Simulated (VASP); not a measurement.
Write the native input for VASP 6.6.1 that does the following.

* Task: relaxation of cell and atoms
* Functional: LDA
* Potentials or basis: VASP PAW LDA potentials, release 64 (Sr_sv, Mg)
* Cutoff: 600 eV
* k mesh: 5 × 5 × 5
* Occupations: methfessel-paxton, width 0.05 eV
* Spin: no spin polarisation
* Dipole correction: no
* Further INCAR settings: ALGO = Normal; EDIFF = 1e-06; IBRION = 2; EDIFFG = -0.02; NSW = 80; ISIF = 3

The structure of SrMg lies in POSCAR:

```
SrMg
1.0
    4.1900000000      0.0000000000      0.0000000000
    0.0000000000      4.1900000000      0.0000000000
    0.0000000000      0.0000000000      4.1900000000
Sr Mg
1 1
Direct
    0.0000000000      0.0000000000      0.0000000000
    0.5000000000      0.5000000000      0.5000000000
```

The input as run:

INCAR

```
SYSTEM = SrMg
  PREC = Accurate
  ENCUT = 600
  EDIFF = 1E-6
  ISMEAR = 1
  SIGMA = 0.05
  LREAL = .False.
  LASPH = .True.
  NELM = 60
  ALGO = Normal
  ISIF = 3
  LWAVE = .False.
  LCHARG = .False.
  IBRION = 2
  NSW = 80
  EDIFFG = -0.02
```

KPOINTS

```
regular mesh
0
Gamma
  5 5 5
  0 0 0
```

Potentials or basis: VASP PAW LDA potentials, release 64 (Sr_sv, Mg).

Run with:

```sh
$ cat potpaw_LDA.64/Sr_sv/POTCAR potpaw_LDA.64/Mg/POTCAR > POTCAR
$ mpirun -np 1 vasp_std > vasp.out
```

Results of the run:

| Property | Result |
| --- | --- |
| Relaxed volume | 33.14 Å³/atom |
| Relaxed cell | a = 4.047 Å, b = 4.047 Å, c = 4.047 Å, α = 90.00°, β = 90.00°, γ = 90.00° |
| Space group after relaxing (to 0.05 Å) | Pm-3m (No. 221) |
| Energy gained by relaxing | 27.7 meV/atom |
| Ionic steps | 3 |
| Pressure after relaxing | -0.1 GPa |
| Band gap on the k mesh | zero (band 6 reaches 2.85 eV, above the bottom of band 7 at 1.67 eV) |

Wall time 12 s on 1 thread of Intel(R) Xeon(R) 6975P-C (Granite Rapids), on a shared host, peak memory 0.19 GiB.
